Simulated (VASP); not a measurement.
# B (Im-3m) in VASP: notebook, part 2 of 2

VASP 6.6.1. The steps go on from the part before.

### Step 3. Single point, LDA (volume scaled by 1.12)

File INCAR:

```
  ALGO = Normal
  EDIFF = 1E-6
  ENCUT = 520
  ISIF = 2
  ISMEAR = -1
  LASPH = True
  LCHARG = False
  LREAL = False
  LWAVE = False
  NBANDS = 8
  NELM = 100
  PREC = Accurate
  SIGMA = 0.1
```

File KPOINTS:

```
k-points
0
Gamma
  22 22 22
```

File POSCAR:

```
B
1.0
   -1.1844755981      1.1844755981      1.1844755981
    1.1844755981     -1.1844755981      1.1844755981
    1.1844755981      1.1844755981     -1.1844755981
B
1
Direct
    0.0000000000      0.0000000000      0.0000000000
```

Potentials or basis: VASP PAW LDA potentials, release 64 (B).

Run with:

```bash
$ cat potpaw_LDA.64/B/POTCAR > POTCAR
$ mpirun -np 1 vasp_std > vasp.out
```

OUTCAR:

```text
EDIFF = 1E-6
   ENCUT = 520
   ISIF = 2
   ISMEAR = -1
   LASPH = True
   LREAL = False
   NELM = 100
   PREC = Accurate

 ion  position               nearest neighbor table
   1  0.000  0.000  0.000-

  LATTYP: Found a body centered cubic cell.
 ALAT       =     2.3689511962

  Lattice vectors:

 A1 = (  -1.1844755981,   1.1844755981,   1.1844755981)
 A2 = (   1.1844755981,  -1.1844755981,   1.1844755981)
 A3 = (   1.1844755981,   1.1844755981,  -1.1844755981)

Analysis of symmetry for initial positions (statically):
=====================================================================
 Subroutine PRICEL returns:
 Original cell was already a primitive cell.

 Routine SETGRP: Setting up the symmetry group for a
 body centered cubic supercell.

 Subroutine GETGRP returns: Found 48 space group operations
 (whereof 48 operations were pure point group operations)
 out of a pool of 48 trial point group operations.

The static configuration has the point symmetry O_h .

[... 151 lines left out ...]
  ext. energy  EPLUGINS =         0.00000000
  ---------------------------------------------------
  free energy    TOTEN  =        -5.69008195 eV

  energy without entropy =       -5.68173739  energy(sigma->0) =       -5.68590967

 E-fermi :   9.1987     XC(G=0): -12.5422

 val. band max:        9.1530830250   @ k =  -0.4545   0.4545   0.3636
 cond. band min:       9.2129506474   @ k =  -0.3182   0.4545   0.0455
 fundamental gap:      0.0598676224
 Fermi energy:         9.1987214144

 k-point     1 :       0.0000    0.0000    0.0000
  band No.  band energies     occupation
      1      -8.3634      2.00000
      2      23.3706      0.00000
      3      23.3706      0.00000
      4      23.3706      0.00000
      5      41.6292      0.00000
      6      41.6292      0.00000
      7      41.6292      0.00000
      8      45.3362      0.00000
[... 243 lines left out ...]
 k-point    24 :       0.1364    0.0909    0.0000
  band No.  band energies     occupation
      1      -6.6746      2.00000
      2      18.9813      0.00000
      3      20.0642      0.00000
      4      22.0292      0.00000
      5      35.0337      0.00000
      6      35.8746      0.00000
      7      42.3049      0.00000
      8      46.5916      0.00000

 [... further k-points ...]
[... 5 lines left out ...]
  --------------------------------------------------------------------------------------
  -------------------------------------------------------------------------------------
  Total       -0.9127046     -0.9127046     -0.9127046     -0.0000000     -0.0000000     -0.0000000
  in kB     -219.9897598   -219.9897598   -219.9897598     -0.0000000     -0.0000000     -0.0000000
  external PRESSURE =    -219.9897598 kB  Pullay stress =       0.0000000 kB

 VOLUME and BASIS-vectors are now :
 -----------------------------------------------------------------------------
  energy-cutoff  :      520.00
  volume of cell :        6.65
      direct lattice vectors                 reciprocal lattice vectors
    -1.184475598  1.184475598  1.184475598     0.000000000  0.422127734  0.422127734
     1.184475598 -1.184475598  1.184475598     0.422127734  0.000000000  0.422127734
     1.184475598  1.184475598 -1.184475598     0.422127734  0.422127734  0.000000000

 POSITION                                       TOTAL-FORCE (eV/Angst)
 -----------------------------------------------------------------------------------
      0.00000      0.00000      0.00000         0.000000      0.000000     -0.000000
 -----------------------------------------------------------------------------------
    total drift:                               -0.000000     -0.000000      0.000000

  FREE ENERGIE OF THE ION-ELECTRON SYSTEM (eV)
  ---------------------------------------------------
  free  energy   TOTEN  =        -5.6900819500 eV

  energy  without entropy=       -5.6817373949  energy(sigma->0) =       -5.68590967
```

OSZICAR:

```text
N       E                     dE             d eps       ncg     rms          rms(c)
DAV:   1    -0.382118140173E+01   -0.38212E+01   -0.14444E+03  5760   0.287E+02
DAV:   2    -0.569066548570E+01   -0.18695E+01   -0.17733E+01  6888   0.324E+01
DAV:   3    -0.569341427499E+01   -0.27488E-02   -0.27486E-02  5920   0.131E+00
DAV:   4    -0.569341438693E+01   -0.11194E-06   -0.11267E-06  7560   0.795E-03
DAV:   5    -0.569341438730E+01   -0.37120E-09   -0.44467E-11  5952   0.321E-05    0.957E-01
DAV:   6    -0.569120084884E+01    0.22135E-02   -0.18465E-04  5984   0.118E-01    0.568E-01
DAV:   7    -0.569008101498E+01    0.11198E-02   -0.41192E-04  5872   0.175E-01    0.210E-02
DAV:   8    -0.569008195005E+01   -0.93507E-06   -0.13695E-06  6120   0.909E-03
   1 F= -.56900820E+01 E0= -.56859097E+01  d E =-.834456E-02
```

Run time: 3.2 s. Hardware: 1 thread of Intel Xeon 6975P-C (Granite Rapids), shared host; peak memory 0.11 GiB.

What came out:

| Property | Result |
| --- | --- |
| Free energy | -5.6901 eV |
| Pressure | -22.0 GPa |

Caveat: the cell differs from its parent crystal (volume scaled by 1.12).

### Step 4. Relaxation of cell and atoms, LDA

This run uses another cell than the first one, of 6.55 Å³/atom, 1.023 times its volume.

File INCAR:

```
SYSTEM = B
PREC = Accurate
ENCUT = 600
EDIFF = 1E-7
ISMEAR = -1
SIGMA = 0.1
LREAL = .FALSE.
LASPH = .TRUE.
NELM = 100
ALGO = Normal
ISIF = 3
LWAVE = .FALSE.
LCHARG = .FALSE.
GGA = CA
IBRION = 2
NSW = 80
EDIFFG = -0.01
```

File KPOINTS:

```
regular mesh
0
G
  18 18 18
  0 0 0
```

File POSCAR:

```
B
1.0
   -1.1789190289      1.1789190289      1.1789190289
    1.1789190289     -1.1789190289      1.1789190289
    1.1789190289      1.1789190289     -1.1789190289
B
1
Direct
    0.0000000000      0.0000000000      0.0000000000
```

Run with:

```bash
$ cat potpaw_LDA.64/B/POTCAR > POTCAR
$ mpirun -np 1 vasp_std > vasp.out
```

Wall time 2.7 s (1 thread of Intel Xeon 6975P-C (Granite Rapids), shared host); peak memory 0.11 GiB.

The run converged. Its results:

| Item | Value |
| --- | --- |
| Free energy | -5.7453 eV |
| Relaxed volume | 5.94 Å³/atom |
| Relaxed cell | a = 1.976 Å, b = 1.976 Å, c = 1.976 Å, α = 109.47°, β = 109.47°, γ = 109.47° |
| Space group after relaxing (to 0.05 Å) | Im-3m (No. 229) |
| Energy gained by relaxing | 42.2 meV/atom |
| Ionic steps | 3 |
| Pressure after relaxing | 0.1 GPa |

The path:
```tsv
step	energy change (eV)	largest force (eV/Å)	pressure (GPa)	volume (Å³)
1	0.0000	0.0000	-20.10	6.55
2	-0.0397	0.0000	6.15	5.80
3	-0.0422	0.0000	0.10	5.94
```

Final structure:
```cif
data_structure
_symmetry_space_group_name_H-M 'P 1'
_symmetry_Int_Tables_number 1
_cell_length_a 1.9759
_cell_length_b 1.9759
_cell_length_c 1.9759
_cell_angle_alpha 109.471
_cell_angle_beta 109.471
_cell_angle_gamma 109.471
_cell_volume 5.94
loop_
_atom_site_label
_atom_site_type_symbol
_atom_site_fract_x
_atom_site_fract_y
_atom_site_fract_z
_atom_site_occupancy
B1 B 0.00000 0.00000 0.00000 1
```

Levels at points of the mesh, in eV from the Fermi level:
| k point | band 1 | band 2 | band 3 | band 4 | band 5 |
| --- | --- | --- | --- | --- | --- |
| (0.00, 0.00, 0.00) | -18.89 | 15.68 | 15.68 | 15.68 | 34.55 |
| (0.50, 0.00, 0.00) | -9.43 | -4.49 | 8.75 | 12.76 | 22.66 |
| (0.50, 0.50, 0.50) | 0.31 | 0.31 | 0.31 | 10.42 | 10.42 |

### Step 5. Single point, LDA

This run uses another cell than the first one, of 5.93 Å³/atom, 0.926 times its volume.

File INCAR:

```
SYSTEM = B
ALGO = Normal
EDIFF = 1E-6
ENCUT = 520
ISIF = 2
ISMEAR = -1
LASPH = .TRUE.
LCHARG = .TRUE.
LELF = .TRUE.
LREAL = .FALSE.
LVHAR = .TRUE.
LWAVE = .FALSE.
NBANDS = 8
NELM = 80
PREC = Accurate
SIGMA = 0.1
```

File KPOINTS:

```
k-points
0
G
  31 31 31
  0 0 0
```

File POSCAR:

```
B
1.0
   -1.1405651840      1.1405651840      1.1405651840
    1.1405651840     -1.1405651840      1.1405651840
    1.1405651840      1.1405651840     -1.1405651840
B
1
Direct
    0.0000000000      0.0000000000      0.0000000000
```

Run with:

```bash
$ cat potpaw_LDA.64/B/POTCAR > POTCAR
$ mpirun -np 1 vasp_std > vasp.out
```

Wall time 7.1 s (1 thread of Intel Xeon 6975P-C (Granite Rapids), shared host); peak memory 0.13 GiB.

It converged, with:

| Property | Result |
| --- | --- |
| Free energy | -5.7436 eV |
| Pressure | 0.0 GPa |

Levels at points of the mesh, in eV from the Fermi level:
| k point | band 1 | band 2 | band 3 | band 4 | band 5 |
| --- | --- | --- | --- | --- | --- |
| (0.00, 0.00, 0.00) | -18.90 | 15.69 | 15.69 | 15.69 | 34.56 |

### Step 6. Single point, LDA, non-collinear spin, zero start, spin-orbit coupling

This run uses another cell than the first one, of 5.93 Å³/atom, 0.926 times its volume.

File INCAR:

```
  PREC = Accurate
  ENCUT = 520
  EDIFF = 1E-6
  ISMEAR = -1
  SIGMA = 0.1
  LREAL = False
  LASPH = True
  NELM = 150
  ALGO = Normal
  ISIF = 2
  LWAVE = False
  LCHARG = False
  MAGMOM = 0 0 0
  LORBIT = 11
  LSORBIT = True
  GGA_COMPAT = False
  LORBMOM = True
  NBANDS = 14
```

File KPOINTS:

```
regular mesh
0
Gamma
  19 19 19
```

POSCAR is that of step 5.

Potentials or basis: VASP PAW LDA potentials, release 64 (B).

Run with:

```bash
$ cat potpaw_LDA.64/B/POTCAR > POTCAR
$ mpirun -np 1 vasp_ncl > vasp.out
```

Run time: 10 s. Hardware: 1 thread of Intel Xeon 6975P-C (Granite Rapids), shared host; peak memory 0.13 GiB.

It converged, with:

- Free energy: -5.7418 eV
- Pressure: 0.1 GPa
- Net moment: 0.00 μB per cell
- Valence electrons inside the program's atomic spheres: B 1.77

Moments on the atoms (μB; x, y, z):
```
B   0.00 0.00 0.00
```

### Step 7. The runs side by side

| task | spin | cell | k mesh | cutoff (eV) | gap on the mesh (eV) | pressure (GPa) |
| --- | --- | --- | --- | --- | --- | --- |
| single point | off | a = 2.027 Å, angles 109.5°, 1 atom | 22 × 22 × 22 | 520 | none | -16.2 |
| single point | off | a = 2.052 Å, angles 109.5°, 1 atom | 22 × 22 × 22 | 520 | none | -22.0 |
| relaxation of cell and atoms | off | relaxed from a = 2.042 Å, angles 109.5°, 1 atom | 18 × 18 × 18 | 600 | none | 0.1 |
| single point | off | a = 1.976 Å, angles 109.5°, 1 atom | 31 × 31 × 31 | 520 | none | 0.0 |
| single point | non-collinear, zero start, SOC | a = 1.976 Å, angles 109.5°, 1 atom | 19 × 19 × 19 | 520 | - | 0.1 |

Alike in all rows: level LDA; potentials or basis VASP PAW LDA potentials, release 64 (B); smearing fermi-dirac 0.1 eV.

Total energies depend on the potentials used, so only differences within one code and one set of settings carry meaning.
